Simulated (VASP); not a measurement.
Here is a VASP 6.6.1 calculation.

Contents of INCAR:

```
SYSTEM = TiO2
ALGO = Normal ; EDIFF = 1E-7
ENCUT = 520 ; GGA = PE
ISIF = 2 ; ISMEAR = 0
LASPH = .TRUE. ; LCHARG = .FALSE.
LDAU = .TRUE. ; LDAUJ = 0 0
LDAUL = 2 -1 ; LDAUPRINT = 1
LDAUTYPE = 2 ; LDAUU = 4 0
LMAXMIX = 4 ; LREAL = .FALSE.
LWAVE = .FALSE. ; NBANDS = 33
NELM = 150 ; PREC = Accurate
SIGMA = 0.05
```

Contents of KPOINTS:

```
k-points
0
G
  6 6 10
  0 0 0
```

File POSCAR:

```
TiO2
1.0
    4.6403824120      0.0000000000      0.0000000000
    0.0000000000      4.6403824120      0.0000000000
    0.0000000000      0.0000000000      3.0063836717
Ti O
2 4
Direct
    0.0000000000      0.0000000000     -0.0222352604
    0.5000000000      0.5000000000      0.4777647396
    0.3056475955      0.3056475955      0.0332625543
    0.1943524045      0.8056475955      0.5332625543
    0.6943524045      0.6943524045      0.0332625543
    0.8056475955      0.1943524045      0.5332625543
```

Potentials or basis: VASP PAW PBE potentials, release 64 (Ti_sv, O).

Command:

```sh
$ cat potpaw_PBE.64/Ti_sv/POTCAR potpaw_PBE.64/O/POTCAR > POTCAR
$ mpirun -np 1 vasp_std > vasp.out
```

(1) Estimate the band gap on the k mesh.

(2) Estimate the largest force.

(3) What does it give for the pressure?

## Answers

(1) 2.61 eV (least direct gap 2.90 eV).

(2) 1.366 eV/Å.

(3) 8.1 GPa.

Caveat: the cell differs from its parent crystal (atoms displaced along a vibrational mode); the cell stands under pressure; forces of over 1 eV/Å act on the atoms, so gaps and moduli don't describe the material at rest.
